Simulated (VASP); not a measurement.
# B3N (P-4m2) in VASP: further runs

Runs on B3N. Level: PBE. Tasks: single point, relaxation of cell and atoms.

Program: VASP 6.6.1. These are calculated values, not measurements. Logs are shortened: lines on timing, memory, paths and dates and some standing lists are left out, and cuts for length are marked.

## (1) The cell of the first run

Symmetry: P-4m2, No. 115, tetragonal system. Conventional cell: a = 2.460 Å, b = 2.460 Å, c = 4.451 Å, α = 90.00°, β = 90.00°, γ = 90.00°. B (site symmetry 2mm) has 2 N at 1.53 Å and 2 B at 1.80 Å within 2.0 Å. Within 2.4 Å of B (site symmetry -4m2) lie 4 B at 1.80 Å. N (site symmetry -4m2) has 4 B at 1.53 Å within 2.0 Å.

## (2) Single point, PBE

Contents of INCAR:

```
SYSTEM = B3N
ALGO = Normal
EDIFF = 1E-7
ENCUT = 520
GGA = PE
ISIF = 2
ISMEAR = 0
LASPH = .TRUE.
LCHARG = .FALSE.
LREAL = .FALSE.
LWAVE = .FALSE.
NBANDS = 15
NELM = 60
PREC = Accurate
SIGMA = 0.2
```

Contents of KPOINTS:

```
k-points
0
G
  7 7 5
  0 0 0
```

Contents of POSCAR:

```
B3N
1.0
    2.4598663650      0.0000000000      0.0000000000
    0.0000000000      2.4598663650      0.0000000000
    0.0000000000      0.0000000000      4.4512425856
B N
3 1
Direct
    0.5000000000      0.0000000000      0.7038034620
    0.0000000000      0.0000000000      0.0000000000
    0.0000000000      0.5000000000      0.2961965380
    0.5000000000      0.5000000000      0.5000000000
```

Potentials or basis: VASP PAW PBE potentials, release 64 (B, N).

The run is started by

```
$ cat potpaw_PBE.64/B/POTCAR potpaw_PBE.64/N/POTCAR > POTCAR
$ mpirun -np 1 vasp_std > vasp.out
```

OUTCAR:

```text
SYSTEM = B3N
   EDIFF = 1E-7
   ENCUT = 520
   GGA = PE
   ISIF = 2
   ISMEAR = 0
   LASPH = .TRUE.
   LREAL = .FALSE.
   NELM = 60
   PREC = Accurate

 ion  position               nearest neighbor table
   1  0.500  0.000  0.704-   4 1.53   4 1.53   2 1.80   2 1.80
   2  0.000  0.000  0.000-   1 1.80   3 1.80   3 1.80   1 1.80
   3  0.000  0.500  0.296-   4 1.53   4 1.53   2 1.80   2 1.80
   4  0.500  0.500  0.500-   1 1.53   3 1.53   1 1.53   3 1.53

  LATTYP: Found a simple tetragonal cell.
 ALAT       =     2.4598663650
 C/A-ratio  =     1.8095465058

  Lattice vectors:

 A1 = (   2.4598663650,   0.0000000000,   0.0000000000)
 A2 = (   0.0000000000,   2.4598663650,   0.0000000000)
 A3 = (   0.0000000000,   0.0000000000,   4.4512425856)

Analysis of symmetry for initial positions (statically):
=====================================================================
 Subroutine PRICEL returns:
 Original cell was already a primitive cell.

 Routine SETGRP: Setting up the symmetry group for a
 simple tetragonal supercell.

 Subroutine GETGRP returns: Found  8 space group operations
 (whereof  8 operations were pure point group operations)
 out of a pool of 16 trial point group operations.

The static configuration has the point symmetry D_2d.

Analysis of symmetry for dynamics (positions and initial velocities):
=====================================================================
 Subroutine PRICEL returns:
 Original cell was already a primitive cell.

 Routine SETGRP: Setting up the symmetry group for a
 simple tetragonal supercell.

 Subroutine GETGRP returns: Found  8 space group operations
 (whereof  8 operations were pure point group operations)
 out of a pool of 16 trial point group operations.

The dynamic configuration has the point symmetry D_2d.

 Subroutine INISYM returns: Found  8 space group operations
 (whereof  8 operations are pure point group operations),
 and found     1 'primitive' translations

----------------------------------------------------------------------------------------

                                     Primitive cell

  volume of cell :      26.9342

  direct lattice vectors                    reciprocal lattice vectors
     2.459866365  0.000000000  0.000000000     0.406526149  0.000000000  0.000000000
     0.000000000  2.459866365  0.000000000     0.000000000  0.406526149  0.000000000
     0.000000000  0.000000000  4.451242586     0.000000000  0.000000000  0.224656370

  length of vectors
     2.459866365  2.459866365  4.451242586     0.406526149  0.406526149  0.224656370

  position of ions in fractional coordinates (direct lattice)
     0.500000000  0.000000000  0.703803462
     0.000000000  0.000000000  0.000000000
     0.000000000  0.500000000  0.296196538
     0.500000000  0.500000000  0.500000000

  ion indices of the primitive-cell ions
   primitive index   ion index
                 1           1
                 2           2
                 3           3
                 4           4

----------------------------------------------------------------------------------------

 KPOINTS: k-points

Automatic generation of k-mesh.
 Grid dimensions read from file:
 generate k-points for:    7    7    5

 Generating k-lattice:

  Cartesian coordinates                     Fractional coordinates (reciprocal lattice)
     0.058075164  0.000000000  0.000000000     0.142857143  0.000000000  0.000000000
     0.000000000  0.058075164  0.000000000     0.000000000  0.142857143  0.000000000
     0.000000000  0.000000000  0.044931274     0.000000000  0.000000000  0.200000000

  Length of vectors
     0.058075164  0.058075164  0.044931274

  Shift w.r.t. Gamma in fractional coordinates (k-lattice)
     0.000000000  0.000000000  0.000000000

 Subroutine IBZKPT returns following result:
 ===========================================

 Found     30 irreducible k-points:

 Following reciprocal coordinates:
            Coordinates               Weight
  0.000000  0.000000  0.000000      1.000000
  0.142857  0.000000  0.000000      4.000000
  0.285714  0.000000  0.000000      4.000000
  0.428571  0.000000  0.000000      4.000000
  0.142857  0.142857  0.000000      4.000000
  0.285714  0.142857  0.000000      8.000000
[... 16 lines left out ...]
  0.285714  0.000000  0.400000      8.000000
  0.428571  0.000000  0.400000      8.000000
 [... further k-points ...]
   k-points           NKPTS =     30   k-points in BZ     NKDIM =     30   number of bands    NBANDS=     15
   number of dos      NEDOS =    301   number of ions     NIONS =      4
   total plane-waves  NPLWV =  11664
   dimension x,y,z NGX =    18 NGY =   18 NGZ =   36
   dimension x,y,z NGXF=    36 NGYF=   36 NGZF=   72
   ions per type =               3   1
   NGX,Y,Z   is equivalent  to a cutoff of  12.16, 12.16, 13.45 a.u.
   NGXF,Y,Z  is equivalent  to a cutoff of  24.33, 24.33, 26.89 a.u.
 SYSTEM =  B3N
   PREC   = accura    normal or accurate (medium, high low for compatibility)
   ISTART =      0    job   : 0-new  1-cont  2-samecut
   ICHARG =      2    charge: 1-file 2-atom 10-const
   ISPIN  =      1    spin polarized calculation?
   LNONCOLLINEAR =      F non collinear calculations
   LSORBIT =      F    spin-orbit coupling
   LASPH  =      T    aspherical Exc in radial PAW
   ENCUT  =  520.0 eV  38.22 Ry    6.18 a.u.   4.57  4.57  8.28*2*pi/ulx,y,z
   NELM   =     60;   NELMIN=  2; NELMDL= -5     # of ELM steps
   EDIFF  = 0.1E-06   stopping-criterion for ELM
   LREAL  =      F    real-space projection
   EDIFFG = 0.1E-05   stopping-criterion for IOM
   NSW    =      0    number of steps for IOM
   IBRION =     -1    ionic relax: 0-MD 1-quasi-New 2-CG
   NFREE  =      0    steps in history (QN), initial steepest desc. (CG)
   ISIF   =      2    stress and relaxation
   ISYM   =      2    0-nonsym 1-usesym 2-fastsym
   POTIM  = 0.5000    time-step for ionic-motion
   TEBEG  =    0.0;   TEEND  =   0.0 temperature during run
   PSTRESS=    0.0 pullay stress
   NELECT =      14.0000    total number of electrons
   NUPDOWN=      -1.0000    fix difference up-down
   EMIN   =  10.00;   EMAX   =-10.00  energy-range for DOS
   EFERMI =   0.00;   METHOD = LEGACY
   ISMEAR =     0;   SIGMA  =   0.20  broadening in eV -4-tet -1-fermi 0-gaus
   EFERMI_NEDOS =   21; number of points for ismear=-14 and -15
   IALGO  =     38    algorithm
   IMIX   =      4    mixing-type and parameters
     AMIX     =   0.40;   BMIX     =  1.00
     AMIX_MAG =   1.60;   BMIX_MAG =  1.00
  volume/ion in A,a.u.               =       6.73        45.44
  Fermi-wavevector in a.u.,A,eV,Ry     =   1.316283  2.487415 23.573482  1.732602
  Thomas-Fermi vector in A             =   2.446406
   LORBIT       =      0    0 simple, 1 ext, 2 COOP (PROOUT), +10 PAW based schemes
   GGA     = PE    functional components
   LHFCALC =     F    Hartree Fock is set to
   AEXX    =    0.0000 exact exchange contribution
   IVDW    =     0    specifies the selected vdW correction
   LEPSILON=     F    determine dielectric tensor
   LRPA    =     F    only Hartree local field effects (RPA)
 non-spin polarized calculation
 Gauss-broadening in eV      SIGMA  =   0.20
  energy-cutoff  :      520.00
  volume of cell :       26.93
 maximum number of plane-waves:       749
   NGX =  9   NGY =  9   NGZ = 17

 number of electron      14.0000001 magnetization

 Free energy of the ion-electron system (eV)
  ---------------------------------------------------
  ext. energy  EPLUGINS =         0.00000000
  ---------------------------------------------------
  free energy    TOTEN  =       -29.71617265 eV

  energy without entropy =      -29.70446307  energy(sigma->0) =      -29.71031786

 E-fermi :   6.6559     XC(G=0): -12.1720

 val. band max:        6.5271345885   @ k =   0.4286   0.2857   0.2000
 cond. band min:       6.6958611129   @ k =   0.2857   0.2857   0.0000
 fundamental gap:      0.1687265244
 Fermi energy:         6.6558564043

 k-point     1 :       0.0000    0.0000    0.0000
  band No.  band energies     occupation
      1     -13.2516      2.00000
      2      -4.2530      2.00000
      3      -3.6939      2.00000
      4       2.7728      2.00000
      5       2.7728      2.00000
      6       5.8731      2.00000
      7      11.8899      0.00000
      8      11.8899      0.00000
      9      12.5488      0.00000
     10      14.7337      0.00000
     11      14.7337      0.00000
     12      15.7268      0.00000
     13      18.4216      0.00000
     14      19.3260      0.00000
     15      23.5768      0.00000

 k-point     2 :       0.1429    0.0000    0.0000
  band No.  band energies     occupation
      1     -12.9276      2.00000
      2      -3.9060      2.00000
      3      -3.3668      2.00000
      4       1.1135      2.00000
      5       2.9845      2.00000
      6       5.4641      2.00000
      7       9.3995      0.00000
      8      11.9624      0.00000
      9      13.4854      0.00000
     10      14.2800      0.00000
     11      15.0978      0.00000
     12      17.0463      0.00000
     13      19.4296      0.00000
     14      20.2430      0.00000
     15      23.0299      0.00000

 k-point     3 :       0.2857    0.0000    0.0000
  band No.  band energies     occupation
      1     -12.0331      2.00000
      2      -3.2936      2.00000
      3      -2.4330      2.00000
      4      -1.3501      2.00000
      5       3.5081      2.00000
      6       4.0641      2.00000
      7       5.7711      2.00000
      8      12.0519      0.00000
      9      13.3519      0.00000
     10      15.4136      0.00000
     11      16.1653      0.00000
     12      18.2176      0.00000
     13      20.0118      0.00000
     14      21.2732      0.00000
     15      21.6225      0.00000
[... 343 lines left out ...]
 k-point    23 :       0.2857    0.0000    0.4000
  band No.  band energies     occupation
      1     -11.9291      2.00000
      2      -4.9206      2.00000
      3      -2.0815      2.00000
      4       1.2750      2.00000
      5       3.1590      2.00000
      6       3.5680      2.00000
      7       5.4436      2.00000
      8      11.4342      0.00000
      9      13.3154      0.00000
     10      15.1195      0.00000
     11      16.9665      0.00000
     12      17.8578      0.00000
     13      19.6490      0.00000
     14      19.9240      0.00000
     15      22.4981      0.00000

 k-point    24 :       0.4286    0.0000    0.4000
  band No.  band energies     occupation
      1     -10.9093      2.00000
      2      -4.3443      2.00000
      3      -3.0748      2.00000
      4      -0.4137      2.00000
      5       3.4106      2.00000
      6       4.0106      2.00000
      7       4.7572      2.00000
      8      11.6388      0.00000
      9      12.0604      0.00000
     10      14.1886      0.00000
     11      17.6916      0.00000
     12      17.8403      0.00000
     13      18.8699      0.00000
     14      19.8915      0.00000
     15      23.3400      0.00000

 [... further k-points ...]
[... 5 lines left out ...]
  --------------------------------------------------------------------------------------
  -------------------------------------------------------------------------------------
  Total        0.0353797      0.0353797      0.0370899      0.0000000     -0.0000000      0.0000000
  in kB        2.1045529      2.1045529      2.2062868      0.0000000     -0.0000000      0.0000000
  external PRESSURE =       2.1384642 kB  Pullay stress =       0.0000000 kB

 VOLUME and BASIS-vectors are now :
 -----------------------------------------------------------------------------
  energy-cutoff  :      520.00
  volume of cell :       26.93
      direct lattice vectors                 reciprocal lattice vectors
     2.459866365  0.000000000  0.000000000     0.406526149  0.000000000  0.000000000
     0.000000000  2.459866365  0.000000000     0.000000000  0.406526149  0.000000000
     0.000000000  0.000000000  4.451242586     0.000000000  0.000000000  0.224656370

 POSITION                                       TOTAL-FORCE (eV/Angst)
 -----------------------------------------------------------------------------------
      1.22993      0.00000      3.13280        -0.000000     -0.000000      0.020322
      0.00000      0.00000      0.00000         0.000000     -0.000000      0.000000
      0.00000      1.22993      1.31844         0.000000     -0.000000     -0.020322
      1.22993      1.22993      2.22562         0.000000      0.000000      0.000000
 -----------------------------------------------------------------------------------
    total drift:                                0.000000     -0.000000     -0.000000

  FREE ENERGIE OF THE ION-ELECTRON SYSTEM (eV)
  ---------------------------------------------------
  free  energy   TOTEN  =       -29.7161726454 eV

  energy  without entropy=      -29.7044630650  energy(sigma->0) =      -29.71031786
```

Wall time 5.1 s (1 thread of Intel Xeon 6975P-C (Granite Rapids), shared host); peak memory 0.13 GiB.

Results:

```
Free energy            : -29.7162 eV
Pressure               : 0.2 GPa
Largest force          : 0.020 eV/Å
Band gap on the k mesh : zero (band 7 reaches 11.89 eV, above the bottom of band 8 at 4.55 eV)
```

Forces on the atoms (eV/Å):
```
B    0.000  0.000  0.020
B    0.000  0.000  0.000
B    0.000  0.000 -0.020
N    0.000  0.000  0.000
```

Caveat: the k points lie up to 0.36 Å⁻¹ apart.

## (3) Relaxation of cell and atoms, PBE

This run uses another cell than the first one, of 7.20 Å³/atom, 1.069 times its volume.

Contents of INCAR:

```
SYSTEM = B3N
PREC = Accurate ; ENCUT = 600
EDIFF = 1E-6 ; ISMEAR = 0
SIGMA = 0.2 ; LREAL = .False.
LASPH = .True. ; NELM = 80
ALGO = Normal ; ISIF = 3
LWAVE = .False. ; LCHARG = .False.
GGA = PE ; IBRION = 2
NSW = 36 ; EDIFFG = -0.08
```

Contents of KPOINTS:

```
regular mesh
0
Gamma
  7 7 5
  0 0 0
```

Contents of POSCAR:

```
B3N
1.0
    2.7079256000      0.0000000000      0.0000000000
    0.0000000000      2.7079256000      0.0000000000
    0.0000000000      0.0000000000      3.9275256700
B N
3 1
Direct
    0.5000000000      0.0000000000      0.7500000000
    0.0000000000      0.0000000000      0.0000000000
    0.0000000000      0.5000000000      0.2500000000
    0.5000000000      0.5000000000      0.5000000000
```

Potentials or basis: VASP PAW PBE potentials, release 64 (B, N).

The run is started by

```
$ cat potpaw_PBE.64/B/POTCAR potpaw_PBE.64/N/POTCAR > POTCAR
$ mpirun -np 1 vasp_std > vasp.out
```

It took 26 s on 1 thread of Intel Xeon 6975P-C (Granite Rapids), shared host; peak memory 0.14 GiB.

Results (log left out):

```yaml
Free_energy: -29.7240 eV
Relaxed_volume: 6.73 Å³/atom
Relaxed_cell: a = 2.458 Å, b = 2.458 Å, c = 4.454 Å, α = 90.00°, β = 90.00°, γ = 90.00°
Space_group_after_relaxing_to_0.05_Å: P-4m2 (No. 115)
Energy_gained_by_relaxing: 485.4 meV/atom
Ionic_steps: 10
Pressure_after_relaxing: 0.3 GPa
Largest_force_after_relaxing: 0.020 eV/Å
Band_gap_on_the_k_mesh: zero (band 7 reaches 11.92 eV, above the bottom of band 8 at 4.56 eV)
```

Forces on the atoms (eV/Å):
```
B    0.000  0.000  0.020
B    0.000  0.000  0.000
B    0.000  0.000 -0.020
N    0.000  0.000  0.000
```

Stress tensor (GPa, compression positive):
```
 0.55  0.00  0.00
 0.00  0.55  0.00
 0.00  0.00 -0.16
```

Step by step:
| step | energy change (eV) | largest force (eV/Å) | pressure (GPa) | volume (Å³) |
| --- | --- | --- | --- | --- |
| 1 | 0.0000 | 5.0803 | -4.37 | 28.80 |
| 2 | -1.2129 | 2.8000 | 1.05 | 27.94 |
| 3 | -1.3062 | 1.0980 | -2.20 | 28.10 |
| 4 | -1.8002 | 2.1337 | 1.25 | 27.33 |
| 5 | -1.8082 | 2.3178 | 2.14 | 27.18 |
| 6 | -1.7690 | 2.2645 | -8.36 | 27.37 |
| 7 | -1.9346 | 0.0958 | -3.61 | 27.28 |
| 8 | -1.9347 | 0.1568 | -3.53 | 27.27 |
| 9 | -1.9403 | 0.0418 | 2.02 | 26.75 |
| 10 | -1.9415 | 0.0202 | 0.31 | 26.91 |

Final structure:
```
CELL_PARAMETERS angstrom
2.45799 0.00000 0.00000
0.00000 2.45799 0.00000
0.00000 0.00000 4.45361
ATOMIC_POSITIONS crystal
B 0.50000 0.00000 0.70381
B 0.00000 0.00000 0.00000
B 0.00000 0.50000 0.29619
N 0.50000 0.50000 0.50000
```

Levels at points of the mesh, in eV from the Fermi level:
```csv
k point,band 4,band 5,band 6,band 7,band 8,band 9,band 10,band 11
"(0.00, 0.00, 0.00)",-3.88,-3.88,-0.80,5.24,5.24,5.91,8.08,8.08
```

Caveat: the relaxation stopped at a loose force limit of 0.08 eV/Å, so its end isn't a converged minimum.
